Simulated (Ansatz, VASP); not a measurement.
# SiW4: VASP beside Ansatz

```
Si W
1.0
    -2.82771    2.82771    2.82771
     2.82771   -2.82771    2.82771
     2.82771    2.82771   -2.82771
Si W
1 4
Direct
  0.00000 0.00000 0.00000
  0.50000 0.50000 0.50000
  0.50000 0.00000 0.00000
  0.00000 0.00000 0.50000
  0.00000 0.50000 0.00000
```

Change from the starting cell: species swapped into the Hg4Pt type (Im-3m, No. 229).

Alike in both runs: task relaxation of cell and atoms; functional PBE; k mesh 10 × 10 × 10; occupations gaussian, width 0.1 eV; no spin polarisation.

```csv
,VASP,Ansatz
version,VASP 6.6.1,Ansatz 0.2.0
potentials or method,"VASP PAW PBE potentials, release 64 (Si, W_sv), cutoff 600 eV","scalar-relativistic, plane waves, PAW"
valence electrons in the cell,60,60
```

Ansatz gave:

* gap on the k mesh at the Fermi level, each at its own relaxed structure (eV): none
* relaxed volume (Å³/atom): 18.06
* relaxed cell length with the largest relative difference (Å): 4.896

Problem. What did VASP give for the same quantities?

Solution. gap on the k mesh at the Fermi level, each at its own relaxed structure (eV): none; relaxed volume (Å³/atom): 18.09; relaxed cell length with the largest relative difference (Å): 4.898.

A gap of «none» marks a metal or a gap that the smearing closes.

Neither program's run includes spin-orbit coupling. Noted on VASP's run: the relaxation stopped at its first step, so nothing moved.
